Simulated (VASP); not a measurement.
A run of VASP 6.6.1:

INCAR

```
ALGO = Normal
EDIFF = 1E-6
ENCUT = 520
GGA = PE
ISIF = 2
ISMEAR = -1
IVDW = 12
LASPH = T
LCHARG = T
LELF = T
LREAL = Auto
LVHAR = T
LWAVE = F
NBANDS = 57
NELM = 60
PREC = Accurate
SIGMA = 0.02
```

File KPOINTS:

```
k-points
0
Gamma
  2 2 1
```

POSCAR

```
C19O
1.0
    7.3980000000      0.0000000000      0.0000000000
   -3.6990000000      6.4068560000      0.0000000000
    0.0000000000      0.0000000000     11.0000000000
C O
19 1
Direct
    0.0056163239     -0.0120245344      0.0733883290
    0.2271531096      0.0987275076      0.0735827215
    0.0062457804      0.3196392856      0.0734934443
    0.2265087229      0.4297672528      0.0735750034
    0.0039824986      0.6523395992      0.0730198559
    0.2287994891      0.7647807686      0.0733993733
    0.3395437441     -0.0136912420      0.0735855874
    0.5598186085      0.0964180692      0.0736072797
    0.3372619596      0.3189900206      0.0736085593
    0.5621041036      0.4314321645      0.0733505868
    0.3388969661      0.6546141538      0.0735398607
    0.5604745520      0.7654139833      0.0734834591
    0.6706116657     -0.0143280608      0.0735556631
    0.8954574125      0.0980685914      0.0735265206
    0.6722545764      0.3212743326      0.0733707093
    0.8938381583      0.4320529278      0.0731375167
    0.6728876404      0.6530028022      0.0731292554
    0.8931713789      0.7631672861      0.0730145319
   -0.1021825323      0.6608124429      0.3627544413
   -0.2517034384      0.5054684990      0.3749681913
```

Potentials or basis: VASP PAW PBE potentials, release 64 (C, O).

Command:

```console
$ cat potpaw_PBE.64/C/POTCAR potpaw_PBE.64/O/POTCAR > POTCAR
$ mpirun -np 1 vasp_std > vasp.out
```

Hardware: 1 thread of Intel(R) Xeon(R) Platinum 8488C (Sapphire Rapids) (shared host).

Question: Estimate the wall time of this run.

Answer: Run time: 4.1 min on 1 thread of Intel(R) Xeon(R) Platinum 8488C (Sapphire Rapids) (shared host), peak memory 0.58 GiB. Counts: scf iterations 22, k points 4.
